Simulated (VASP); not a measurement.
# Ti (P2_1/m) in VASP: notebook

The runs below take Ti through single point, with PBE.

Everything below comes from runs of VASP 6.6.1. Logs are shortened: lines on timing, memory, paths and dates and some standing lists are left out, and cuts for length are marked.

## (1) The cell of the first run

Symmetry: P2_1/m, No. 11, monoclinic system. The conventional cell has a = 3.255 Å, b = 3.255 Å, c = 3.255 Å, α = 90.00°, β = 90.00°, γ = 90.00°. Within 3.4 Å of Ti (site symmetry m) lie 14 Ti at 2.60 to 3.26 Å.

## (2) Single point, PBE (atoms displaced along a vibrational mode)

The input, INCAR:

```
  PREC = Accurate
  ENCUT = 520
  EDIFF = 1E-6
  ISMEAR = 0
  SIGMA = 0.15
  LREAL = False
  LASPH = True
  NELM = 60
  ALGO = Fast
  ISIF = 2
  LWAVE = False
  LCHARG = False
  GGA = PE
  NBANDS = 19
```

The input, KPOINTS:

```
Automatic mesh
0
Gamma
  14 14 14
```

The input, POSCAR:

```
Ti
1.0
    0.0000000000     -3.2552372153      0.0000000000
   -3.2552372153      0.0000000000      0.0000000000
    0.0000000000      0.0000000000     -3.2552372153
Ti
2
Direct
    0.5237156296      0.5355734444      0.5000000000
   -0.0237156296     -0.0355734444      0.0000000000
```

Potentials or basis: VASP PAW PBE potentials, release 64 (Ti_sv).

Launch:

```sh
> cat potpaw_PBE.64/Ti_sv/POTCAR > POTCAR
> mpirun -np 1 vasp_std > vasp.out
```

OUTCAR:

```text
PREC = Accurate
   ENCUT = 520
   EDIFF = 1E-6
   ISMEAR = 0
   LREAL = False
   LASPH = True
   NELM = 60
   ISIF = 2
   GGA = PE

 ion  position               nearest neighbor table
   1  0.524  0.536  0.500-   2 2.60   2 2.60   2 2.79   2 2.79   2 2.88   2 2.88
   2  0.976  0.964  0.000-   1 2.60   1 2.60   1 2.79   1 2.79   1 2.88   1 2.88

  LATTYP: Found a simple cubic cell.
 ALAT       =     3.2552372153

  Lattice vectors:

 A1 = (   0.0000000000,  -3.2552372153,   0.0000000000)
 A2 = (  -3.2552372153,   0.0000000000,   0.0000000000)
 A3 = (   0.0000000000,   0.0000000000,  -3.2552372153)

Analysis of symmetry for initial positions (statically):
=====================================================================
 Subroutine PRICEL returns:
 Original cell was already a primitive cell.

 Routine SETGRP: Setting up the symmetry group for a
 simple cubic supercell.

 Subroutine GETGRP returns: Found  4 space group operations
 (whereof  2 operations were pure point group operations)
 out of a pool of 48 trial point group operations.

The static configuration has the point symmetry C_1h.
 The point group associated with its full space group is C_2h.

Analysis of symmetry for dynamics (positions and initial velocities):
=====================================================================
 Subroutine PRICEL returns:
 Original cell was already a primitive cell.

 Routine SETGRP: Setting up the symmetry group for a
 simple cubic supercell.

 Subroutine GETGRP returns: Found  4 space group operations
 (whereof  2 operations were pure point group operations)
 out of a pool of 48 trial point group operations.

The dynamic configuration has the point symmetry C_1h.
 The point group associated with its full space group is C_2h.

 Subroutine INISYM returns: Found  4 space group operations
 (whereof  2 operations are pure point group operations),
 and found     1 'primitive' translations

----------------------------------------------------------------------------------------

                                     Primitive cell

  volume of cell :      34.4943

  direct lattice vectors                    reciprocal lattice vectors
     0.000000000 -3.255237215  0.000000000     0.000000000 -0.307197274  0.000000000
    -3.255237215  0.000000000  0.000000000    -0.307197274  0.000000000  0.000000000
     0.000000000  0.000000000 -3.255237215     0.000000000  0.000000000 -0.307197274

  length of vectors
     3.255237215  3.255237215  3.255237215     0.307197274  0.307197274  0.307197274

  position of ions in fractional coordinates (direct lattice)
     0.523715630  0.535573444  0.500000000
     0.976284370  0.964426556  0.000000000

  ion indices of the primitive-cell ions
   primitive index   ion index
                 1           1
                 2           2

----------------------------------------------------------------------------------------

 KPOINTS: Automatic mesh

Automatic generation of k-mesh.
 Grid dimensions read from file:
 generate k-points for:   14   14   14

 Generating k-lattice:

  Cartesian coordinates                     Fractional coordinates (reciprocal lattice)
     0.000000000 -0.021942662  0.000000000     0.071428571  0.000000000  0.000000000
    -0.021942662  0.000000000  0.000000000     0.000000000  0.071428571  0.000000000
     0.000000000  0.000000000 -0.021942662     0.000000000  0.000000000  0.071428571

  Length of vectors
     0.021942662  0.021942662  0.021942662

  Shift w.r.t. Gamma in fractional coordinates (k-lattice)
     0.000000000  0.000000000  0.000000000

 Subroutine IBZKPT returns following result:
 ===========================================

 Found    800 irreducible k-points:

 Following reciprocal coordinates:
            Coordinates               Weight
  0.000000  0.000000  0.000000      1.000000
  0.071429  0.000000  0.000000      2.000000
  0.000000  0.071429  0.000000      2.000000
  0.000000  0.000000  0.071429      2.000000
  0.142857  0.000000  0.000000      2.000000
  0.000000  0.142857  0.000000      2.000000
[... 16 lines left out ...]
  0.071429  0.071429  0.000000      2.000000
  0.000000  0.071429  0.071429      4.000000
 [... further k-points ...]
   k-points           NKPTS =    800   k-points in BZ     NKDIM =    800   number of bands    NBANDS=     19
   number of dos      NEDOS =    301   number of ions     NIONS =      2
   total plane-waves  NPLWV =  13824
   dimension x,y,z NGX =    24 NGY =   24 NGZ =   24
   dimension x,y,z NGXF=    48 NGYF=   48 NGZF=   48
   ions per type =               2
   NGX,Y,Z   is equivalent  to a cutoff of  12.26, 12.26, 12.26 a.u.
   NGXF,Y,Z  is equivalent  to a cutoff of  24.51, 24.51, 24.51 a.u.
 SYSTEM =  unknown system
   PREC   = accura    normal or accurate (medium, high low for compatibility)
   ISTART =      0    job   : 0-new  1-cont  2-samecut
   ICHARG =      2    charge: 1-file 2-atom 10-const
   ISPIN  =      1    spin polarized calculation?
   LNONCOLLINEAR =      F non collinear calculations
   LSORBIT =      F    spin-orbit coupling
   LASPH  =      T    aspherical Exc in radial PAW
   ENCUT  =  520.0 eV  38.22 Ry    6.18 a.u.   6.05  6.05  6.05*2*pi/ulx,y,z
   NELM   =     60;   NELMIN=  2; NELMDL= -5     # of ELM steps
   EDIFF  = 0.1E-05   stopping-criterion for ELM
   LREAL  =      F    real-space projection
   EDIFFG = 0.1E-04   stopping-criterion for IOM
   NSW    =      0    number of steps for IOM
   IBRION =     -1    ionic relax: 0-MD 1-quasi-New 2-CG
   NFREE  =      0    steps in history (QN), initial steepest desc. (CG)
   ISIF   =      2    stress and relaxation
   ISYM   =      2    0-nonsym 1-usesym 2-fastsym
   POTIM  = 0.5000    time-step for ionic-motion
   TEBEG  =    0.0;   TEEND  =   0.0 temperature during run
   PSTRESS=    0.0 pullay stress
   NELECT =      24.0000    total number of electrons
   NUPDOWN=      -1.0000    fix difference up-down
   EMIN   =  10.00;   EMAX   =-10.00  energy-range for DOS
   EFERMI =   0.00;   METHOD = LEGACY
   ISMEAR =     0;   SIGMA  =   0.15  broadening in eV -4-tet -1-fermi 0-gaus
   EFERMI_NEDOS =   21; number of points for ismear=-14 and -15
   IALGO  =     68    algorithm
   IMIX   =      4    mixing-type and parameters
     AMIX     =   0.40;   BMIX     =  1.00
     AMIX_MAG =   1.60;   BMIX_MAG =  1.00
  volume/ion in A,a.u.               =      17.25       116.39
  Fermi-wavevector in a.u.,A,eV,Ry     =   1.450650  2.741331 28.631897  2.104385
  Thomas-Fermi vector in A             =   2.568238
   LORBIT       =      0    0 simple, 1 ext, 2 COOP (PROOUT), +10 PAW based schemes
   GGA     = PE    functional components
   LHFCALC =     F    Hartree Fock is set to
   AEXX    =    0.0000 exact exchange contribution
   IVDW    =     0    specifies the selected vdW correction
   LEPSILON=     F    determine dielectric tensor
   LRPA    =     F    only Hartree local field effects (RPA)
 non-spin polarized calculation
 RMM-DIIS sequential band-by-band and
 Gauss-broadening in eV      SIGMA  =   0.15
  energy-cutoff  :      520.00
  volume of cell :       34.49
 maximum number of plane-waves:       952
   NGX = 13   NGY = 13   NGZ = 13

 number of electron      24.0000008 magnetization

 Free energy of the ion-electron system (eV)
  ---------------------------------------------------
  ext. energy  EPLUGINS =         0.00000000
  ---------------------------------------------------
  free energy    TOTEN  =       -15.28664781 eV

  energy without entropy =      -15.23499029  energy(sigma->0) =      -15.26081905

 E-fermi :   8.1332     XC(G=0): -11.5046

 val. band max:        8.1322875253   @ k =   0.2857   0.3571   0.0000
 cond. band min:       8.1335259826   @ k =   0.0000   0.3571   0.2857
 fundamental gap:      0.0012384573
 Fermi energy:         8.1331857759

 k-point     1 :       0.0000    0.0000    0.0000
  band No.  band energies     occupation
      1     -48.3617      2.00000
      2     -48.0887      2.00000
      3     -24.7189      2.00000
      4     -24.7147      2.00000
      5     -24.6356      2.00000
      6     -24.2239      2.00000
[... 11 lines left out ...]
     18      11.9246      0.00000
     19      12.3036      0.00000

 k-point     2 :       0.0714    0.0000    0.0000
  band No.  band energies     occupation
      1     -48.3583      2.00000
      2     -48.0912      2.00000
      3     -24.7187      2.00000
      4     -24.7082      2.00000
      5     -24.6332      2.00000
      6     -24.2302      2.00000
[... 11 lines left out ...]
     18      11.8728      0.00000
     19      12.1930      0.00000

 k-point     3 :       0.0000    0.0714    0.0000
  band No.  band energies     occupation
      1     -48.3587      2.00000
      2     -48.0908      2.00000
      3     -24.7166      2.00000
      4     -24.7091      2.00000
      5     -24.6344      2.00000
      6     -24.2333      2.00000
[... 11 lines left out ...]
     18      11.8277      0.00000
     19      12.2347      0.00000

 k-point     4 :       0.0000    0.0000    0.0714
  band No.  band energies     occupation
      1     -48.3578      2.00000
      2     -48.0917      2.00000
      3     -24.7165      2.00000
      4     -24.7137      2.00000
      5     -24.6303      2.00000
      6     -24.2283      2.00000
[... 11 lines left out ...]
     18      11.9030      0.00000
     19      12.1535      0.00000

 k-point     5 :       0.1429    0.0000    0.0000
  band No.  band energies     occupation
      1     -48.3483      2.00000
      2     -48.0986      2.00000
      3     -24.7183      2.00000
      4     -24.6893      2.00000
      5     -24.6257      2.00000
      6     -24.2508      2.00000
[... 11 lines left out ...]
     18      11.7089      0.00000
     19      12.0072      0.00000
[... 334 lines left out ...]
      2     -48.1472      2.00000
      3     -24.6637      2.00000
      4     -24.5673      2.00000
      5     -24.5608      2.00000
      6     -24.4760      2.00000
[... 11 lines left out ...]
     18      11.1647      0.00000
     19      11.3069      0.00000

 k-point    22 :       0.0000    0.0000    0.5000
  band No.  band energies     occupation
      1     -48.2158      2.00000
      2     -48.2158      2.00000
      3     -24.6744      2.00000
      4     -24.6744      2.00000
      5     -24.4212      2.00000
      6     -24.4212      2.00000
[... 11 lines left out ...]
     18      10.9353      0.00000
     19      11.7733      0.00000

 k-point    23 :       0.0714    0.0714    0.0000
  band No.  band energies     occupation
      1     -48.3553      2.00000
      2     -48.0933      2.00000
      3     -24.7046      2.00000
      4     -24.7025      2.00000
      5     -24.6480      2.00000
      6     -24.2227      2.00000
[... 11 lines left out ...]
     18      11.8550      0.00000
     19      11.9900      0.00000

 k-point    24 :       0.0000    0.0714    0.0714
  band No.  band energies     occupation
      1     -48.3549      2.00000
      2     -48.0937      2.00000
      3     -24.7211      2.00000
      4     -24.7035      2.00000
      5     -24.6272      2.00000
      6     -24.2401      2.00000
[... 11 lines left out ...]
     18      11.7906      0.00000
     19      12.1585      0.00000

 [... further k-points ...]
[... 5 lines left out ...]
  --------------------------------------------------------------------------------------
  -------------------------------------------------------------------------------------
  Total        0.1930197      0.3255585      0.5516625      0.4851485      0.0000000      0.0000000
  in kB        8.9652910     15.1213880     25.6233634     22.5339490      0.0000000      0.0000000
  external PRESSURE =      16.5700141 kB  Pullay stress =       0.0000000 kB

 VOLUME and BASIS-vectors are now :
 -----------------------------------------------------------------------------
  energy-cutoff  :      520.00
  volume of cell :       34.49
      direct lattice vectors                 reciprocal lattice vectors
     0.000000000 -3.255237215  0.000000000     0.000000000 -0.307197274  0.000000000
    -3.255237215  0.000000000  0.000000000    -0.307197274  0.000000000  0.000000000
     0.000000000  0.000000000 -3.255237215     0.000000000  0.000000000 -0.307197274

 POSITION                                       TOTAL-FORCE (eV/Angst)
 -----------------------------------------------------------------------------------
     -1.74342     -1.70482     -1.62762         1.183332      0.882765      0.000000
     -3.13944     -3.17804      0.00000        -1.183332     -0.882765      0.000000
 -----------------------------------------------------------------------------------
    total drift:                                0.000000      0.000000      0.000000

  FREE ENERGIE OF THE ION-ELECTRON SYSTEM (eV)
  ---------------------------------------------------
  free  energy   TOTEN  =       -15.2866478124 eV

  energy  without entropy=      -15.2349902942  energy(sigma->0) =      -15.26081905
```

It took 6 min on 1 thread of Intel Xeon 6975P-C (Granite Rapids), shared host; peak memory 0.49 GiB.

What came out:

- Free energy: -15.2866 eV
- Pressure: 1.7 GPa
- Largest force: 1.476 eV/Å
- Band gap on the k mesh: zero (bands 12 and 13 overlap by 1.43 eV)

Forces on the atoms (eV/Å):
```
Ti   1.183  0.883  0.000
Ti  -1.183 -0.883  0.000
```

Levels at points of the mesh, in eV from the Fermi level:
```csv
k point,band 10,band 11,band 12,band 13,band 14,band 15
"(0.00, 0.00, 0.00)",-2.18,-2.02,0.82,1.14,1.16,2.45
"(0.50, 0.00, 0.00)",-2.56,-0.68,0.10,0.98,1.09,1.66
"(0.00, 0.50, 0.00)",-2.54,-0.78,0.51,1.11,1.18,1.43
"(0.00, 0.00, 0.50)",-2.59,-0.39,-0.39,1.02,1.02,1.90
"(0.50, 0.50, 0.00)",-2.45,-0.45,-0.39,1.02,1.18,2.78
"(0.00, 0.50, 0.50)",-2.42,-0.34,-0.34,1.11,1.11,2.91
"(0.50, 0.00, 0.50)",-2.38,-0.24,-0.24,1.17,1.17,2.73
"(0.50, 0.50, 0.50)",-0.78,-0.59,-0.59,-0.25,-0.25,3.18
```

Caveat: the cell differs from its parent crystal (atoms displaced along a vibrational mode); forces of over 1 eV/Å act on the atoms, so gaps and moduli don't describe the material at rest.

## (3) Single point, PBE (atoms displaced along a vibrational mode)

The input, INCAR:

```
ALGO = Fast ; EDIFF = 1E-7
ENCUT = 520 ; GGA = PE
ISIF = 2 ; ISMEAR = 0
LASPH = T ; LCHARG = F
LREAL = F ; LWAVE = F
NBANDS = 19 ; NELM = 60
PREC = Accurate ; SIGMA = 0.15
```

The input, KPOINTS:

```
k-points
0
Gamma
  14 14 14
```

The input, POSCAR:

```
Ti
1.0
    0.0000000000     -3.2552372153      0.0000000000
   -3.2552372153      0.0000000000      0.0000000000
    0.0000000000      0.0000000000     -3.2552372153
Ti
2
Direct
    0.5355734444      0.5474312592      0.5000000000
   -0.0355734444     -0.0474312592      0.0000000000
```

Potentials or basis: VASP PAW PBE potentials, release 64 (Ti_sv).

Launch:

```sh
> cat potpaw_PBE.64/Ti_sv/POTCAR > POTCAR
> mpirun -np 1 vasp_std > vasp.out
```

Wall time 7.1 min (1 thread of Intel Xeon 6975P-C (Granite Rapids), shared host); peak memory 0.5 GiB.

The run converged. Its results:

- Free energy: -15.0893 eV
- Pressure: 3.1 GPa
- Largest force: 2.145 eV/Å
- Band gap on the k mesh: zero (bands 12 and 13 overlap by 1.32 eV)

Forces on the atoms (eV/Å):
```
Ti   1.634  1.390  0.000
Ti  -1.634 -1.390  0.000
```

Stress tensor (GPa, compression positive):
```
1.18 3.37 0.00
3.37 2.48 0.00
0.00 0.00 5.52
```

Levels at points of the mesh, in eV from the Fermi level:
| k point | band 9 | band 10 | band 11 | band 12 | band 13 | band 14 | band 15 | band 16 |
| --- | --- | --- | --- | --- | --- | --- | --- | --- |
| (0.00, 0.00, 0.00) | -5.87 | -2.24 | -1.94 | 0.66 | 1.23 | 1.30 | 2.21 | 2.89 |
| (0.50, 0.00, 0.00) | -2.59 | -2.50 | -1.00 | 0.07 | 0.74 | 0.99 | 1.85 | 2.36 |
| (0.00, 0.50, 0.00) | -2.61 | -2.48 | -1.09 | 0.46 | 0.84 | 1.08 | 1.58 | 2.16 |
| (0.00, 0.00, 0.50) | -2.55 | -2.55 | -0.65 | -0.65 | 0.88 | 0.88 | 2.28 | 2.28 |
| (0.50, 0.50, 0.00) | -2.49 | -2.44 | -0.51 | -0.39 | 0.95 | 1.20 | 2.76 | 2.87 |
| (0.00, 0.50, 0.50) | -2.39 | -2.39 | -0.27 | -0.27 | 1.07 | 1.07 | 2.94 | 2.94 |
| (0.50, 0.00, 0.50) | -2.33 | -2.33 | -0.14 | -0.14 | 1.14 | 1.14 | 2.74 | 2.74 |
| (0.50, 0.50, 0.50) | -0.81 | -0.81 | -0.58 | -0.58 | -0.07 | -0.07 | 3.17 | 3.17 |

Caveat: the cell differs from its parent crystal (atoms displaced along a vibrational mode); the cell stands under pressure; forces of over 1 eV/Å act on the atoms, so gaps and moduli don't describe the material at rest.

## (4) Single point, PBE (atoms displaced along a vibrational mode)

The input, INCAR:

```
ALGO = Fast
EDIFF = 1E-7
ENCUT = 520
GGA = PE
ISIF = 2
ISMEAR = 0
LASPH = T
LCHARG = F
LREAL = F
LWAVE = F
NBANDS = 19
NELM = 100
PREC = Accurate
SIGMA = 0.15
```

KPOINTS is that of step 3.

The input, POSCAR:

```
Ti
1.0
    0.0000000000     -3.2552372153      0.0000000000
   -3.2552372153      0.0000000000      0.0000000000
    0.0000000000      0.0000000000     -3.2552372153
Ti
2
Direct
    0.5474312592      0.5592890740      0.5000000000
   -0.0474312592     -0.0592890740      0.0000000000
```

Launch:

```sh
> cat potpaw_PBE.64/Ti_sv/POTCAR > POTCAR
> mpirun -np 1 vasp_std > vasp.out
```

Run time: 7.1 min. Hardware: 1 thread of Intel Xeon 6975P-C (Granite Rapids), shared host; peak memory 0.5 GiB.

Results (log left out):

| Property | Result |
| --- | --- |
| Free energy | -14.8269 eV |
| Pressure | 4.0 GPa |
| Largest force | 2.630 eV/Å |
| Band gap on the k mesh | zero (bands 12 and 13 overlap by 1.06 eV) |

Forces in eV/Å, atoms in the order of the input:
```
Ti   1.916  1.802  0.000
Ti  -1.916 -1.802  0.000
```

Stress tensor (GPa, compression positive):
```
0.23 3.74 0.00
3.74 2.58 0.00
0.00 0.00 9.13
```

Levels at points of the mesh, in eV from the Fermi level:
```csv
k point,band 9,band 10,band 11,band 12,band 13,band 14,band 15,band 16
"(0.00, 0.00, 0.00)",-5.81,-2.33,-1.85,0.44,1.27,1.48,1.92,3.01
"(0.50, 0.00, 0.00)",-2.56,-2.43,-1.32,0.00,0.47,0.86,2.05,2.62
"(0.00, 0.50, 0.00)",-2.59,-2.41,-1.42,0.38,0.54,0.95,1.74,2.33
"(0.00, 0.00, 0.50)",-2.51,-2.51,-0.91,-0.91,0.76,0.76,2.68,2.68
"(0.50, 0.50, 0.00)",-2.54,-2.44,-0.60,-0.42,0.91,1.23,2.65,2.81
"(0.00, 0.50, 0.50)",-2.35,-2.35,-0.19,-0.19,1.01,1.01,2.90,2.90
"(0.50, 0.00, 0.50)",-2.27,-2.27,-0.03,-0.03,1.07,1.07,2.73,2.73
"(0.50, 0.50, 0.50)",-0.83,-0.83,-0.58,-0.58,0.13,0.13,3.14,3.14
```

Caveat: the cell differs from its parent crystal (atoms displaced along a vibrational mode); the cell stands under pressure; forces of over 1 eV/Å act on the atoms, so gaps and moduli don't describe the material at rest.

## (5) The runs side by side

```csv
cell,further INCAR settings,gap on the mesh (eV),pressure (GPa),largest force (eV/Å)
"as given, atomic positions A",ALGO = Fast; EDIFF = 1e-06; NBANDS = 19,none,1.7,1.48
"as given, atomic positions B",ALGO = Fast; EDIFF = 1e-07; NBANDS = 19,none,3.1,2.15
"as given, atomic positions C",ALGO = Fast; EDIFF = 1e-07; NBANDS = 19,none,4.0,2.63
```

Alike in all rows: task single point; level PBE; potentials or basis VASP PAW PBE potentials, release 64 (Ti_sv); no spin polarisation; k mesh 14 × 14 × 14; cutoff (eV) 520; smearing gaussian 0.15 eV.

Caveats: forces of over 1 eV/Å act on the atoms, so gaps and moduli don't describe the material at rest; the cell stands under pressure (at least some runs).

Absolute energies hang on the potentials; compare differences alone.
